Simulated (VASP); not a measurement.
## SiC: single point with PBE

SiC:

```
Si C
1.0
     3.07900    0.00000    0.00000
    -1.53950    2.66649    0.00000
     0.00000    0.00000   20.14600
Si C
8 8
Direct
  0.33333 0.66667 0.25011
  0.66667 0.33333 0.75011
  0.33333 0.66667 0.62500
  0.66667 0.33333 0.12500
  0.00000 0.00000 0.00010
  0.00000 0.00000 0.50010
  0.33333 0.66667 0.87518
  0.66667 0.33333 0.37518
  0.33333 0.66667 0.96891
  0.66667 0.33333 0.46891
  0.00000 0.00000 0.09387
  0.00000 0.00000 0.59387
  0.33333 0.66667 0.34412
  0.66667 0.33333 0.84412
  0.33333 0.66667 0.71872
  0.66667 0.33333 0.21872
```

```
Program                : VASP 6.6.1
Task                   : single point
Functional             : PBE
Potentials or basis    : VASP PAW PBE potentials, release 64 (Si, C)
Cutoff                 : 520 eV
k mesh                 : 10 × 10 × 2
Occupations            : fermi-dirac, width 0.02 eV
Spin                   : no spin polarisation
Dipole correction      : no
Further INCAR settings : LREAL = Auto; ALGO = Normal; EDIFF = 1e-06; NBANDS = 46
```

```yaml
Pressure: 3.4 GPa
Largest_force: 0.017 eV/Å
Band_gap_on_the_k_mesh: 1.77 eV (least direct gap 2.86 eV)
```

Forces on the atoms (eV/Å):
```
Si   0.000  0.000  0.003
Si   0.000  0.000  0.003
Si   0.000  0.000 -0.001
Si   0.000  0.000 -0.001
Si   0.000  0.000  0.003
Si   0.000  0.000  0.003
Si   0.000  0.000  0.009
Si   0.000  0.000  0.009
C    0.000  0.000 -0.004
C    0.000  0.000 -0.004
C    0.000  0.000 -0.003
C    0.000  0.000 -0.003
C    0.000  0.000 -0.017
C    0.000  0.000 -0.017
C    0.000  0.000  0.011
C    0.000  0.000  0.011
```

Stress tensor (GPa, compression positive):
```
3.47 0.00 0.00
0.00 3.47 0.00
0.00 0.00 3.14
```

Levels at points of the mesh, in eV from the valence-band top:
```tsv
k point	band 29	band 30	band 31	band 32	band 33	band 34	band 35	band 36
(0.00, 0.00, 0.00)	-0.18	-0.03	0.00	0.00	5.23	5.29	5.62	5.88
(0.50, 0.00, 0.00)	-1.54	-1.50	-1.41	-1.09	1.77	1.96	2.86	3.11
(0.00, 0.00, 0.50)	-0.05	-0.05	-0.05	-0.05	5.25	5.25	5.73	5.73
(0.50, 0.00, 0.50)	-1.63	-1.63	-1.21	-1.21	1.89	1.89	2.91	2.91
```

Wall time 8.2 min on 1 thread of Intel Xeon 8259CL, with other jobs on the host, peak memory 0.34 GiB.

Caveat: the cell stands under pressure. A k mesh can miss the band edges.
